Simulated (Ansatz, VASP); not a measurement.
**Fe2Ir in VASP and in Ansatz**

```xyz
3
Lattice="0.0000 2.7784 2.7784 2.7784 0.0000 2.7784 2.7784 2.7784 0.0000" Properties=species:S:1:pos:R:3 pbc="T T T"
Fe    1.3892    1.3892    1.3892
Fe    4.1676    4.1676    4.1676
Ir    0.0000    0.0000    0.0000
```

Alike in both runs: functional PBE; k mesh 14 × 14 × 14; occupations gaussian, width 0.1 eV; no spin polarisation.

Ansatz relaxed the structure, and its values are those at the end. VASP's run is a single point on that final structure, the one shown.

|  | VASP | Ansatz |
| --- | --- | --- |
| version | VASP 6.6.1 | Ansatz 0.2.0 |
| potentials or method | VASP PAW PBE potentials, release 64 (Fe, Ir), cutoff 520 eV | scalar-relativistic, plane waves, PAW |
| valence electrons in the cell | 25 | 49 |

VASP gave:

* gap on the k mesh at the Fermi level (eV): none
* pressure (GPa): -0.2

Problem. What did Ansatz give for the same quantities?

Solution. gap on the k mesh at the Fermi level (eV): none; pressure (GPa): 0.0.

A gap of «none» marks a metal or a gap that the smearing closes. The functional is the same, so the differences come from potentials, cutoffs and numerics. VASP's potentials hold 25 valence electrons a cell and Ansatz's 49, so a difference there can come from the potentials and not from the codes.

Neither program's run includes spin-orbit coupling.
